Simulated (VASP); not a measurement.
# YbN (F-43m) in VASP: settings compared

Aim: see how the results for YbN move with the level of theory and the settings. Levels: PBE+U, PBE+D3(BJ)+U. Tasks: single point.

Everything below comes from runs of VASP 6.6.1. Logs are shortened: lines on timing, memory, paths and dates and some standing lists are left out, and cuts for length are marked.

### Step 1. The cell of the first run

The structure is cubic, space group F-43m (No. 216). The conventional cell has a = 5.162 Å, b = 5.162 Å, c = 5.162 Å, α = 90.00°, β = 90.00°, γ = 90.00°. Yb (site symmetry -43m) has 4 N at 2.24 Å within 3.0 Å. Within 3.0 Å of N (site symmetry -43m) lie 4 Yb at 2.24 Å.

### Step 2. Single point, PBE+U, collinear spin, ferromagnetic start

File INCAR:

```
SYSTEM = YbN
  PREC = Accurate
  ENCUT = 520
  EDIFF = 1E-6
  ISMEAR = 0
  SIGMA = 0.05
  LREAL = .False.
  LASPH = .True.
  NELM = 150
  ALGO = Normal
  ISIF = 2
  LWAVE = .False.
  LCHARG = .False.
  ISPIN = 2
  MAGMOM = 0.5 0
  LORBIT = 11
  LMAXMIX = 6
  LDAU = .True.
  LDAUTYPE = 2
  LDAUL = 3 -1
  LDAUU = 6 0
  LDAUJ = 0 0
  LDAUPRINT = 1
  GGA = PE
  NBANDS = 26
```

File KPOINTS:

```
regular mesh
0
Gamma
  8 8 8
  0 0 0
```

File POSCAR:

```
YbN
1.0
    0.0000000000      2.5811819695      2.5811819695
    2.5811819695      0.0000000000      2.5811819695
    2.5811819695      2.5811819695      0.0000000000
Yb N
1 1
Direct
    0.0000000000      0.0000000000      0.0000000000
    0.2500000000      0.2500000000      0.2500000000
```

Potentials or basis: VASP PAW PBE potentials, release 64 (Yb, N).

Launch:

```bash
cat potpaw_PBE.64/Yb/POTCAR potpaw_PBE.64/N/POTCAR > POTCAR
mpirun -np 1 vasp_std > vasp.out
```

OUTCAR:

```text
SYSTEM = YbN
   PREC = Accurate
   ENCUT = 520
   EDIFF = 1E-6
   ISMEAR = 0
   LREAL = .False.
   LASPH = .True.
   NELM = 150
   ISIF = 2
   ISPIN = 2
   LORBIT = 11
   GGA = PE

 ion  position               nearest neighbor table
   1  0.000  0.000  0.000-   2 2.24   2 2.24   2 2.24   2 2.24
   2  0.250  0.250  0.250-   1 2.24   1 2.24   1 2.24   1 2.24

  LATTYP: Found a face centered cubic cell.
 ALAT       =     5.1623639390

  Lattice vectors:

 A1 = (   0.0000000000,   2.5811819695,   2.5811819695)
 A2 = (   2.5811819695,   0.0000000000,   2.5811819695)
 A3 = (   2.5811819695,   2.5811819695,   0.0000000000)

Analysis of symmetry for initial positions (statically):
=====================================================================
 Subroutine PRICEL returns:
 Original cell was already a primitive cell.

 Routine SETGRP: Setting up the symmetry group for a
 face centered cubic supercell.

 Subroutine GETGRP returns: Found 24 space group operations
 (whereof 24 operations were pure point group operations)
 out of a pool of 48 trial point group operations.

The static configuration has the point symmetry T_d .

Analysis of symmetry for dynamics (positions and initial velocities):
=====================================================================
 Subroutine PRICEL returns:
 Original cell was already a primitive cell.

 Routine SETGRP: Setting up the symmetry group for a
 face centered cubic supercell.
[... 192 lines left out ...]
  o =  0.9927  v =  0.0000  0.0000  0.0000  0.0000  0.0000  0.0000  0.0000 -0.7906  0.0000 -0.6124  0.0000  0.0000  0.0000  0.0000      0.0000  0.0000  0.0000  0.0000  0.0000  0.0000  0.0000  0.0000  0.0000  0.0000  0.0000  0.0000  0.0000  0.0000
  o =  0.9927  v =  0.0000  0.0000  0.0000  0.0000  0.0000  0.0000  0.0000  0.0000 -0.0000  0.0000  0.1121 -0.6085 -0.0000  0.7856      0.0000  0.0000  0.0000  0.0000  0.0000  0.0000  0.0000  0.0000  0.0000  0.0000  0.0000  0.0000  0.0000  0.0000
  o =  0.9983  v =  0.0000  1.0000 -0.0000  0.0000  0.0000 -0.0000 -0.0000  0.0000  0.0000  0.0000  0.0000  0.0000  0.0000  0.0000      0.0000  0.0000  0.0000  0.0000  0.0000  0.0000  0.0000  0.0000  0.0000  0.0000  0.0000  0.0000  0.0000  0.0000
  o =  1.0001  v =  0.0000 -0.0000  0.0000  0.9992  0.0246  0.0000 -0.0318  0.0000  0.0000  0.0000  0.0000  0.0000  0.0000  0.0000      0.0000  0.0000  0.0000  0.0000  0.0000  0.0000  0.0000  0.0000  0.0000  0.0000  0.0000  0.0000  0.0000  0.0000
  o =  1.0001  v = -0.7906 -0.0000 -0.6124  0.0000  0.0000  0.0000 -0.0000  0.0000  0.0000  0.0000  0.0000  0.0000  0.0000  0.0000      0.0000  0.0000  0.0000  0.0000  0.0000  0.0000  0.0000  0.0000  0.0000  0.0000  0.0000  0.0000  0.0000  0.0000
  o =  1.0001  v =  0.0000 -0.0000  0.0000 -0.0402  0.6119 -0.0000 -0.7899  0.0000  0.0000  0.0000  0.0000  0.0000  0.0000  0.0000      0.0000  0.0000  0.0000  0.0000  0.0000  0.0000  0.0000  0.0000  0.0000  0.0000  0.0000  0.0000  0.0000  0.0000
  o =  1.0020  v =  0.0000 -0.0000 -0.0000  0.0000 -0.0130 -0.9999 -0.0101  0.0000  0.0000  0.0000  0.0000  0.0000  0.0000  0.0000      0.0000  0.0000  0.0000  0.0000  0.0000  0.0000  0.0000  0.0000  0.0000  0.0000  0.0000  0.0000  0.0000  0.0000
  o =  1.0020  v =  0.0000  0.0000 -0.0000  0.0000 -0.7905  0.0165 -0.6123  0.0000  0.0000  0.0000  0.0000  0.0000  0.0000  0.0000      0.0000  0.0000  0.0000  0.0000  0.0000  0.0000  0.0000  0.0000  0.0000  0.0000  0.0000  0.0000  0.0000  0.0000
  o =  1.0020  v =  0.6124 -0.0000 -0.7906  0.0000  0.0000  0.0000 -0.0000  0.0000  0.0000  0.0000  0.0000  0.0000  0.0000  0.0000      0.0000  0.0000  0.0000  0.0000  0.0000  0.0000  0.0000  0.0000  0.0000  0.0000  0.0000  0.0000  0.0000  0.0000

 number of electron      29.0000007 magnetization       0.9997636

 Free energy of the ion-electron system (eV)
  ---------------------------------------------------
  ext. energy  EPLUGINS =         0.00000000
  ---------------------------------------------------
  free energy    TOTEN  =       -12.09833668 eV

  energy without entropy =      -12.09479700  energy(sigma->0) =      -12.09656684

 E-fermi :   1.0937     XC(G=0): -10.6722

 val. band max:        1.0911839775   @ k =   0.2500   0.2500   0.0000
 cond. band min:       1.0954888837   @ k =   0.3750   0.2500   0.1250
 fundamental gap:      0.0043049062
 Fermi energy:         1.0936674817

 spin component 1

 k-point     1 :       0.0000    0.0000    0.0000
  band No.  band energies     occupation
      1     -48.5260      1.00000
      2     -20.6223      1.00000
      3     -20.6223      1.00000
      4     -20.6223      1.00000
      5     -11.7524      1.00000
      6      -1.2689      1.00000
[... 1385 lines left out ...]
     25      20.1976      0.00000
     26      22.1925      0.00000

 [... further k-points ...]
[... 5 lines left out ...]
  --------------------------------------------------------------------------------------
  -------------------------------------------------------------------------------------
  Total        0.4907767      0.4907767      0.4907767      0.0000000     -0.0000000      0.0000000
  in kB       22.8617051     22.8617051     22.8617051      0.0000000     -0.0000000      0.0000000
  external PRESSURE =      22.8617051 kB  Pullay stress =       0.0000000 kB

 VOLUME and BASIS-vectors are now :
 -----------------------------------------------------------------------------
  energy-cutoff  :      520.00
  volume of cell :       34.39
      direct lattice vectors                 reciprocal lattice vectors
     0.000000000  2.581181969  2.581181969    -0.193709706  0.193709706  0.193709706
     2.581181969  0.000000000  2.581181969     0.193709706 -0.193709706  0.193709706
     2.581181969  2.581181969  0.000000000     0.193709706  0.193709706 -0.193709706

 POSITION                                       TOTAL-FORCE (eV/Angst)
 -----------------------------------------------------------------------------------
      0.00000      0.00000      0.00000        -0.000000      0.000000      0.000000
      1.29059      1.29059      1.29059         0.000000     -0.000000     -0.000000
 -----------------------------------------------------------------------------------
    total drift:                               -0.000000     -0.000000     -0.000000

  FREE ENERGIE OF THE ION-ELECTRON SYSTEM (eV)
  ---------------------------------------------------
  free  energy   TOTEN  =       -12.0983366797 eV

  energy  without entropy=      -12.0947970002  energy(sigma->0) =      -12.09656684

 total charge

# of ion       s       p       d       f       tot
--------------------------------------------------
    1        2.173   6.115   0.629  13.477  22.395
    2        1.272   2.392   0.000   0.000   3.664
--------------------------------------------------
tot          3.445   8.507   0.629  13.477  26.059

 magnetization (x)

# of ion       s       p       d       f       tot
--------------------------------------------------
    1        0.001   0.025   0.019   0.516   0.561
    2        0.008   0.322   0.000   0.000   0.329
--------------------------------------------------
tot          0.009   0.346   0.019   0.516   0.890
```

Run time: 56 s. Hardware: 1 thread of Intel Xeon 6975P-C (Granite Rapids), shared host; peak memory 0.21 GiB.

What came out:

```
Free energy                                           : -12.0983 eV
Pressure                                              : 2.3 GPa
Band gap on the k mesh                                : zero (filled and empty bands overlap)
Net moment                                            : 1.00 μB per cell
Site moments                                          : Yb +0.56; N +0.33 μB
Valence electrons inside the program's atomic spheres : Yb 22.39; N 3.66
```

Eigenvalues of the final occupation matrices:
```
    site  spin  trace                         eigenvalues
site 1 f     1   7.00  1.00 1.00 1.00 1.00 1.00 1.00 1.00
site 1 f     2   6.49  0.84 0.84 0.84 0.99 0.99 0.99 0.99
```

Caveat: spin-orbit coupling is left out, which moves the levels of the heavy elements. The state reached can hang on the start; a lower one may exist.

(Continued in part 2 of 2.)
